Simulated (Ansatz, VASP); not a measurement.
Two plane-wave programs on Sb2P3H

```xyz
6
Lattice="3.6272 0.0000 0.0000 -1.8136 3.1413 0.0000 0.0000 0.0000 9.1868" Properties=species:S:1:pos:R:3 pbc="T T T"
Sb    0.0000    2.0942    1.4364
Sb    1.8136    1.0471    7.7504
H     0.0000    0.0000    0.0000
P     0.0000    2.0942    5.9732
P     1.8136    1.0471    3.2135
P     0.0000    0.0000    4.5934
```

Change from the starting cell: species swapped into the Li3YSb2 type (P-3m1, No. 164).

Alike in both runs: functional PBE; k mesh 12 × 12 × 6; occupations gaussian, width 0.1 eV; no spin polarisation.

Ansatz relaxed the structure, and its values are those at the end. VASP's run is a single point on that final structure, the one shown.

|  | VASP | Ansatz |
| --- | --- | --- |
| version | VASP 6.6.1 | Ansatz 0.2.0 |
| potentials or method | VASP PAW PBE potentials, release 64 (Sb, H, P), cutoff 520 eV | scalar-relativistic, plane waves, PAW |
| valence electrons in the cell | 26 | 46 |

|  | VASP | Ansatz | Ansatz less VASP |
| --- | --- | --- | --- |
| gap on the k mesh at the Fermi level (eV) | none | none | - |
| pressure (GPa) | -0.1 | 0.0 | +0.15 |
| rms of the force components (eV/Å) | 0.006 | 0.000 | -0.0054 |

A gap of «none» marks a metal or a gap that the smearing closes. The functional is the same, so the differences come from potentials, cutoffs and numerics. VASP's potentials hold 26 valence electrons a cell and Ansatz's 46, so a difference there can come from the potentials and not from the codes.

Spin-orbit coupling is off throughout.
